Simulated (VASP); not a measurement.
A run of VASP 6.6.1:

Contents of INCAR:

```
SYSTEM = KCl
ALGO = Normal ; EDIFF = 1E-6
ENCUT = 520 ; GGA = PS
ISIF = 2 ; ISMEAR = 0
LASPH = .TRUE. ; LCHARG = .FALSE.
LREAL = .FALSE. ; LWAVE = .FALSE.
NBANDS = 15 ; NELM = 80
PREC = Accurate ; SIGMA = 0.05
```

KPOINTS

```
k-points
0
G
  6 6 6
  0 0 0
```

The input POSCAR:

```
KCl
1.0
    3.9159799200      0.0000000000      0.0000000000
    0.0000000000      3.9159799200      0.0000000000
    0.0000000000      0.0000000000      3.8391960000
K Cl
1 1
Direct
    0.0000000000      0.0000000000      0.0000000000
    0.5000000000      0.5000000000      0.5000000000
```

Potentials or basis: VASP PAW PBE potentials, release 64 (K_sv, Cl).

The run is started by

```console
$ cat potpaw_PBE.64/K_sv/POTCAR potpaw_PBE.64/Cl/POTCAR > POTCAR
$ mpirun -np 1 vasp_std > vasp.out
```

Hardware: 1 thread of AMD EPYC 7R43 64-Core Processor (Zen 3) (shared host).

Task: How long does it take, and how much memory?

Result: Run time: 37 s on 1 thread of AMD EPYC 7R43 64-Core Processor (Zen 3) (shared host), peak memory 0.15 GiB. Counts: scf iterations 13, k points 40.
